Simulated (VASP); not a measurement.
# Ru (Im-3m) in VASP: a series of runs

The runs below take Ru through single point, relaxation of cell and atoms, with r2SCAN.

Everything below comes from runs of VASP 6.6.1. Logs are shortened: lines on timing, memory, paths and dates and some standing lists are left out, and cuts for length are marked.

## Step 1: The cell of the first run

The structure is cubic, space group Im-3m (No. 229). Conventional cell: a = 3.031 Å, b = 3.031 Å, c = 3.031 Å, α = 90.00°, β = 90.00°, γ = 90.00°. Within 3.5 Å of Ru (site symmetry m-3m) lie 14 Ru at 2.62 to 3.03 Å.

This isn't the form of Ru at room conditions, which is hcp.

## Step 2: Single point, r2SCAN

The input, POSCAR:

```
Ru
1.0
   -1.5155009888      1.5155009888      1.5155009888
    1.5155009888     -1.5155009888      1.5155009888
    1.5155009888      1.5155009888     -1.5155009888
Ru
1
Direct
    0.0000000000      0.0000000000      0.0000000000
```

The input, INCAR.step1:

```
  ALGO = Normal
  EDIFF = 1E-5
  ENCUT = 550
  GGA = PE
  GGA_COMPAT = False
  ISMEAR = 0
  LASPH = True
  LCHARG = False
  LREAL = False
  LWAVE = True
  NBANDS = 13
  NELM = 120
  PREC = Accurate
  SIGMA = 0.05
```

The input, INCAR.step2:

```
  ALGO = Normal
  EDIFF = 1E-6
  ENCUT = 550
  GGA_COMPAT = False
  ISIF = 2
  ISMEAR = 0
  ISTART = 1
  LASPH = True
  LCHARG = False
  LMIXTAU = True
  LREAL = False
  LWAVE = False
  METAGGA = R2SCAN
  NBANDS = 13
  NELM = 120
  PREC = Accurate
  SIGMA = 0.05
```

The input, KPOINTS:

```
k-points
0
Gamma
  12 12 12
```

Potentials or basis: VASP PAW PBE potentials, release 64 (Ru_pv).

Started as:

```console
$ cat potpaw_PBE.64/Ru_pv/POTCAR > POTCAR
$ cp INCAR.step1 INCAR
$ mpirun -np 1 vasp_std > vasp.out
$ cp INCAR.step2 INCAR
$ mpirun -np 1 vasp_std > vasp.out
```

OUTCAR:

```text
EDIFF = 1E-6
   ENCUT = 550
   ISIF = 2
   ISMEAR = 0
   ISTART = 1
   LASPH = True
   LREAL = False
   METAGGA = R2SCAN
   NELM = 120
   PREC = Accurate

 ion  position               nearest neighbor table
   1  0.000  0.000  0.000-

  LATTYP: Found a body centered cubic cell.
 ALAT       =     3.0310019776

  Lattice vectors:

 A1 = (  -1.5155009888,   1.5155009888,   1.5155009888)
 A2 = (   1.5155009888,  -1.5155009888,   1.5155009888)
 A3 = (   1.5155009888,   1.5155009888,  -1.5155009888)

Analysis of symmetry for initial positions (statically):
=====================================================================
 Subroutine PRICEL returns:
 Original cell was already a primitive cell.

 Routine SETGRP: Setting up the symmetry group for a
 body centered cubic supercell.

 Subroutine GETGRP returns: Found 48 space group operations
 (whereof 48 operations were pure point group operations)
 out of a pool of 48 trial point group operations.

The static configuration has the point symmetry O_h .

Analysis of symmetry for dynamics (positions and initial velocities):
=====================================================================
 Subroutine PRICEL returns:
 Original cell was already a primitive cell.

 Routine SETGRP: Setting up the symmetry group for a
 body centered cubic supercell.

 Subroutine GETGRP returns: Found 48 space group operations
 (whereof 48 operations were pure point group operations)
 out of a pool of 48 trial point group operations.

The dynamic configuration has the point symmetry O_h .

 Subroutine INISYM returns: Found 48 space group operations
 (whereof 48 operations are pure point group operations),
 and found     1 'primitive' translations

----------------------------------------------------------------------------------------

                                     Primitive cell

  volume of cell :      13.9229

  direct lattice vectors                    reciprocal lattice vectors
    -1.515500989  1.515500989  1.515500989     0.000000000  0.329923902  0.329923902
     1.515500989 -1.515500989  1.515500989     0.329923902  0.000000000  0.329923902
     1.515500989  1.515500989 -1.515500989     0.329923902  0.329923902  0.000000000

  length of vectors
     2.624924712  2.624924712  2.624924712     0.466582857  0.466582857  0.466582857

  position of ions in fractional coordinates (direct lattice)
     0.000000000  0.000000000  0.000000000

  ion indices of the primitive-cell ions
   primitive index   ion index
                 1           1

----------------------------------------------------------------------------------------

 KPOINTS: k-points

Automatic generation of k-mesh.
 Grid dimensions read from file:
 generate k-points for:   12   12   12

 Generating k-lattice:

  Cartesian coordinates                     Fractional coordinates (reciprocal lattice)
     0.000000000  0.027493659  0.027493659     0.083333333  0.000000000  0.000000000
     0.027493659  0.000000000  0.027493659     0.000000000  0.083333333  0.000000000
     0.027493659  0.027493659  0.000000000     0.000000000  0.000000000  0.083333333

  Length of vectors
     0.038881905  0.038881905  0.038881905

  Shift w.r.t. Gamma in fractional coordinates (k-lattice)
     0.000000000  0.000000000  0.000000000

 Subroutine IBZKPT returns following result:
 ===========================================

 Found     72 irreducible k-points:

 Following reciprocal coordinates:
            Coordinates               Weight
  0.000000  0.000000  0.000000      1.000000
  0.083333  0.000000  0.000000     12.000000
  0.166667  0.000000  0.000000     12.000000
  0.250000  0.000000  0.000000     12.000000
  0.333333  0.000000  0.000000     12.000000
  0.416667  0.000000  0.000000     12.000000
[... 16 lines left out ...]
  0.333333  0.083333  0.083333     24.000000
  0.416667  0.083333  0.083333     12.000000
 [... further k-points ...]
   k-points           NKPTS =     72   k-points in BZ     NKDIM =     72   number of bands    NBANDS=     13
   number of dos      NEDOS =    301   number of ions     NIONS =      1
   total plane-waves  NPLWV =   8000
   dimension x,y,z NGX =    20 NGY =   20 NGZ =   20
   dimension x,y,z NGXF=    40 NGYF=   40 NGZF=   40
   ions per type =               1
   NGX,Y,Z   is equivalent  to a cutoff of  12.67, 12.67, 12.67 a.u.
   NGXF,Y,Z  is equivalent  to a cutoff of  25.33, 25.33, 25.33 a.u.
 SYSTEM =  unknown system
   PREC   = accura    normal or accurate (medium, high low for compatibility)
   ISTART =      1    job   : 0-new  1-cont  2-samecut
   ICHARG =      0    charge: 1-file 2-atom 10-const
   ISPIN  =      1    spin polarized calculation?
   LNONCOLLINEAR =      F non collinear calculations
   LSORBIT =      F    spin-orbit coupling
   LASPH  =      T    aspherical Exc in radial PAW
   ENCUT  =  550.0 eV  40.42 Ry    6.36 a.u.   5.02  5.02  5.02*2*pi/ulx,y,z
   NELM   =    120;   NELMIN=  2; NELMDL=  0     # of ELM steps
   EDIFF  = 0.1E-05   stopping-criterion for ELM
   LREAL  =      F    real-space projection
   EDIFFG = 0.1E-04   stopping-criterion for IOM
   NSW    =      0    number of steps for IOM
   IBRION =     -1    ionic relax: 0-MD 1-quasi-New 2-CG
   NFREE  =      0    steps in history (QN), initial steepest desc. (CG)
   ISIF   =      2    stress and relaxation
   ISYM   =      2    0-nonsym 1-usesym 2-fastsym
   POTIM  = 0.5000    time-step for ionic-motion
   TEBEG  =    0.0;   TEEND  =   0.0 temperature during run
   PSTRESS=    0.0 pullay stress
   NELECT =      14.0000    total number of electrons
   NUPDOWN=      -1.0000    fix difference up-down
   EMIN   =  10.00;   EMAX   =-10.00  energy-range for DOS
   EFERMI =   0.00;   METHOD = LEGACY
   ISMEAR =     0;   SIGMA  =   0.05  broadening in eV -4-tet -1-fermi 0-gaus
   EFERMI_NEDOS =   21; number of points for ismear=-14 and -15
   IALGO  =     38    algorithm
   IMIX   =      4    mixing-type and parameters
     AMIX     =   0.40;   BMIX     =  1.00
     AMIX_MAG =   1.60;   BMIX_MAG =  1.00
  volume/ion in A,a.u.               =      13.92        93.96
  Fermi-wavevector in a.u.,A,eV,Ry     =   1.640116  3.099370 36.599416  2.689981
  Thomas-Fermi vector in A             =   2.730808
   LORBIT       =      0    0 simple, 1 ext, 2 COOP (PROOUT), +10 PAW based schemes
   METAGGA = R2SCAN    functional components
   LHFCALC =     F    Hartree Fock is set to
   AEXX    =    0.0000 exact exchange contribution
   IVDW    =     0    specifies the selected vdW correction
   LEPSILON=     F    determine dielectric tensor
   LRPA    =     F    only Hartree local field effects (RPA)
 non-spin polarized calculation
 Gauss-broadening in eV      SIGMA  =   0.05
  energy-cutoff  :      550.00
  volume of cell :       13.92
 maximum number of plane-waves:       420
   NGX =  9   NGY =  9   NGZ =  9

 number of electron      13.9999998 magnetization

 Free energy of the ion-electron system (eV)
  ---------------------------------------------------
  ext. energy  EPLUGINS =         0.00000000
  ---------------------------------------------------
  free energy    TOTEN  =       -24.77555281 eV

  energy without entropy =      -24.77293784  energy(sigma->0) =      -24.77424533

 E-fermi :  12.4444     XC(G=0): -15.2130

 val. band max:       12.4438894221   @ k =  -0.4167  -0.4167   0.1667
 cond. band min:      12.4553425959   @ k =   0.0833   0.0833   0.0000
 fundamental gap:      0.0114531739
 Fermi energy:        12.4443820767

 k-point     1 :       0.0000    0.0000    0.0000
  band No.  band energies     occupation
      1     -31.4905      2.00000
      2     -31.4905      2.00000
      3     -31.4905      2.00000
      4       4.0728      2.00000
      5       9.4707      2.00000
      6       9.4707      2.00000
      7       9.4707      2.00000
      8      12.3777      1.94060
      9      12.3777      1.94060
     10      20.8829      0.00000
     11      30.4075      0.00000
     12      30.4075      0.00000
     13      30.4075      0.00000

 k-point     2 :       0.0833    0.0000    0.0000
  band No.  band energies     occupation
      1     -31.5660      2.00000
      2     -31.5145      2.00000
      3     -31.4908      2.00000
      4       4.3911      2.00000
      5       9.3251      2.00000
      6       9.4591      2.00000
      7       9.7440      2.00000
      8      12.1935      2.00000
      9      12.3872      1.89420
     10      20.8828      0.00000
     11      30.5634      0.00000
     12      30.7117      0.00000
     13      30.8999      0.00000

 k-point     3 :       0.1667    0.0000    0.0000
  band No.  band energies     occupation
      1     -31.7693      2.00000
      2     -31.5797      2.00000
      3     -31.4916      2.00000
      4       5.2327      2.00000
      5       8.9475      2.00000
      6       9.4073      2.00000
      7      10.5333      2.00000
      8      11.9000      2.00000
      9      12.4285      1.34763
     10      20.8828      0.00000
     11      30.6117      0.00000
     12      30.9213      0.00000
     13      32.2918      0.00000

 k-point     4 :       0.2500    0.0000    0.0000
  band No.  band energies     occupation
      1     -32.0403      2.00000
      2     -31.6678      2.00000
      3     -31.4928      2.00000
      4       6.1103      2.00000
      5       8.4722      2.00000
      6       9.6134      2.00000
      7      11.7379      2.00000
      8      11.8810      2.00000
      9      12.5228      0.02659
     10      20.8828      0.00000
     11      29.6098      0.00000
     12      29.7111      0.00000
     13      34.3547      0.00000

 k-point     5 :       0.3333    0.0000    0.0000
  band No.  band energies     occupation
      1     -32.3042      2.00000
      2     -31.7548      2.00000
      3     -31.4940      2.00000
      4       6.2918      2.00000
      5       8.0352      2.00000
      6      10.8000      2.00000
      7      12.1384      2.00000
      8      12.6653      0.00000
      9      13.1527      0.00000
     10      20.8828      0.00000
     11      27.0060      0.00000
     12      28.2630      0.00000
     13      35.1474      0.00000
[... 257 lines left out ...]
 k-point    22 :       0.2500    0.0833    0.0833
  band No.  band energies     occupation
      1     -32.3120      2.00000
      2     -31.7596      2.00000
      3     -31.5590      2.00000
      4       6.8852      2.00000
      5       7.9676      2.00000
      6       9.5990      2.00000
      7      12.2310      2.00000
      8      12.6779      0.00000
      9      14.7709      0.00000
     10      20.8828      0.00000
     11      26.9519      0.00000
     12      28.3279      0.00000
     13      31.6860      0.00000

 k-point    23 :       0.3333    0.0833    0.0833
  band No.  band energies     occupation
      1     -32.4429      2.00000
      2     -31.8523      2.00000
      3     -31.5640      2.00000
      4       6.6234      2.00000
      5       7.7191      2.00000
      6      10.9847      2.00000
      7      12.4108      1.65756
      8      12.8304      0.00000
      9      16.4887      0.00000
     10      20.8828      0.00000
     11      24.2229      0.00000
     12      27.2623      0.00000
     13      30.2649      0.00000

 k-point    24 :       0.4167    0.0833    0.0833
  band No.  band energies     occupation
      1     -32.4892      2.00000
      2     -31.8873      2.00000
      3     -31.5657      2.00000
      4       6.4980      2.00000
      5       7.6338      2.00000
      6      11.6564      2.00000
      7      12.4790      0.32700
      8      12.8872      0.00000
      9      17.3662      0.00000
     10      20.8828      0.00000
     11      22.9068      0.00000
     12      26.8754      0.00000
     13      29.7063      0.00000

 [... further k-points ...]
[... 5 lines left out ...]
  --------------------------------------------------------------------------------------
  -------------------------------------------------------------------------------------
  Total        0.1198264      0.1198264      0.1198264     -0.0000000     -0.0000000      0.0000000
  in kB       13.7890502     13.7890502     13.7890502     -0.0000000     -0.0000000      0.0000000
  external PRESSURE =      13.7890502 kB  Pullay stress =       0.0000000 kB

 VOLUME and BASIS-vectors are now :
 -----------------------------------------------------------------------------
  energy-cutoff  :      550.00
  volume of cell :       13.92
      direct lattice vectors                 reciprocal lattice vectors
    -1.515500989  1.515500989  1.515500989     0.000000000  0.329923902  0.329923902
     1.515500989 -1.515500989  1.515500989     0.329923902  0.000000000  0.329923902
     1.515500989  1.515500989 -1.515500989     0.329923902  0.329923902  0.000000000

 POSITION                                       TOTAL-FORCE (eV/Angst)
 -----------------------------------------------------------------------------------
      0.00000      0.00000      0.00000         0.000000      0.000000      0.000000
 -----------------------------------------------------------------------------------
    total drift:                                0.000000     -0.000000      0.000000

  FREE ENERGIE OF THE ION-ELECTRON SYSTEM (eV)
  ---------------------------------------------------
  free  energy   TOTEN  =       -24.7755528098 eV

  energy  without entropy=      -24.7729378446  energy(sigma->0) =      -24.77424533
```

It took 19 s on 1 thread of Intel Xeon 6975P-C (Granite Rapids), shared host; peak memory 0.13 GiB.

What came out:

```
Free energy            : -24.7756 eV
Pressure               : 1.4 GPa
Band gap on the k mesh : zero (bands 7 and 8 overlap by 3.82 eV)
```

Levels at points of the mesh, in eV from the Fermi level:
```csv
k point,band 4,band 5,band 6,band 7,band 8,band 9,band 10,band 11
"(0.00, 0.00, 0.00)",-8.37,-2.97,-2.97,-2.97,-0.07,-0.07,8.44,17.96
"(0.50, 0.00, 0.00)",-6.49,-4.81,-0.10,0.42,1.22,2.48,8.44,10.75
"(0.50, 0.50, 0.50)",-6.57,-6.57,1.85,1.85,1.85,8.44,9.82,9.82
```

Caveat: an empty level that is flat over the whole mesh can mark a ghost state of the potentials, or a narrow d or f band; the PAW data sets were made with another functional, which shifts forces and pressure a little.

## Step 3: Relaxation of cell and atoms, r2SCAN

This run uses another cell than the first one, of 13.64 Å³/atom.

The input, POSCAR:

```
Ru
1.0
   -1.5050000000      1.5050000000      1.5050000000
    1.5050000000     -1.5050000000      1.5050000000
    1.5050000000      1.5050000000     -1.5050000000
Ru
1
Direct
    0.0000000000      0.0000000000      0.0000000000
```

The input, INCAR.step1:

```
SYSTEM = Ru
ALGO     = Normal         ! electronic algorithm
EDIFF    = 1E-5           ! SCF threshold, eV
EDIFFG   = -0.005         ! ionic threshold
ENCUT    = 550            ! plane-wave cutoff, eV
GGA      = PE             ! functional
GGA_COMPAT= .False.      
IBRION   = 2              ! ionic algorithm
ISIF     = 3              ! what is computed and relaxed
ISMEAR   = 0              ! smearing method
LASPH    = .True.         ! aspherical terms in the spheres
LCHARG   = .False.        ! write CHGCAR
LREAL    = .False.        ! projectors in reciprocal space
LWAVE    = .True.         ! write WAVECAR
NELM     = 120            ! most SCF steps
NELMIN   = 4            
NSW      = 100            ! ionic steps
PREC     = Accurate       ! precision mode
SIGMA    = 0.05           ! smearing width, eV
```

The input, INCAR.step2:

```
SYSTEM = Ru
ALGO     = Normal         ! electronic algorithm
EDIFF    = 1E-7           ! SCF threshold, eV
EDIFFG   = -0.01          ! ionic threshold
ENCUT    = 550            ! plane-wave cutoff, eV
GGA_COMPAT= .False.      
IBRION   = 2              ! ionic algorithm
ISIF     = 3              ! what is computed and relaxed
ISMEAR   = 0              ! smearing method
ISTART   = 1            
LASPH    = .True.         ! aspherical terms in the spheres
LCHARG   = .False.        ! write CHGCAR
LMIXTAU  = .True.       
LREAL    = .False.        ! projectors in reciprocal space
LWAVE    = .False.        ! write WAVECAR
METAGGA  = R2SCAN         ! meta-GGA
NELM     = 120            ! most SCF steps
NELMIN   = 4            
NSW      = 80             ! ionic steps
PREC     = Accurate       ! precision mode
SIGMA    = 0.05           ! smearing width, eV
```

The input, KPOINTS:

```
k-points
0
Gamma
  12 12 12
  0 0 0
```

Potentials or basis: VASP PAW PBE potentials, release 64 (Ru_pv).

Started as:

```console
$ cat potpaw_PBE.64/Ru_pv/POTCAR > POTCAR
$ cp INCAR.step1 INCAR
$ mpirun -np 1 vasp_std > vasp.out
$ cp INCAR.step2 INCAR
$ mpirun -np 1 vasp_std > vasp.out
```

It took 92 s on 1 thread of Intel Xeon 6975P-C (Granite Rapids), shared host; peak memory 0.14 GiB.

The run converged. Its results:

| Item | Value |
| --- | --- |
| Free energy | -24.7757 eV |
| Relaxed volume | 13.99 Å³/atom |
| Relaxed cell | a = 2.629 Å, b = 2.629 Å, c = 2.629 Å, α = 109.47°, β = 109.47°, γ = 109.47° |
| Space group after relaxing (to 0.1 Å) | Im-3m (No. 229) |
| Energy gained by relaxing | 8.7 meV/atom |
| Ionic steps | 4 |
| Pressure after relaxing | 0.0 GPa |
| Band gap on the k mesh | zero (bands 7 and 8 overlap by 3.79 eV) |

The path:
```tsv
step	energy change (eV)	largest force (eV/Å)	pressure (GPa)	volume (Å³)
1	0.0000	0.0000	8.24	13.64
2	0.0606	0.0000	-19.05	15.07
3	-0.0087	0.0000	-0.23	14.00
4	-0.0087	0.0000	-0.01	13.99
```

Final structure:
```xyz
1
Lattice="-1.5178 1.5178 1.5178 1.5178 -1.5178 1.5178 1.5178 1.5178 -1.5178" Properties=species:S:1:pos:R:3 pbc="T T T"
Ru    0.0000    0.0000    0.0000
```

Levels at points of the mesh, in eV from the Fermi level:
| k point | band 4 | band 5 | band 6 | band 7 | band 8 | band 9 | band 10 | band 11 |
| --- | --- | --- | --- | --- | --- | --- | --- | --- |
| (0.00, 0.00, 0.00) | -8.34 | -2.96 | -2.96 | -2.96 | -0.07 | -0.07 | 8.44 | 17.96 |
| (0.50, 0.00, 0.00) | -6.45 | -4.78 | -0.10 | 0.42 | 1.21 | 2.46 | 8.44 | 10.69 |

Caveat: the PAW data sets were made with another functional, which shifts forces and pressure a little.

[end of part 1 of 2]

The gap in the log of VASP goes by the Fermi energy; the results here count the filled bands.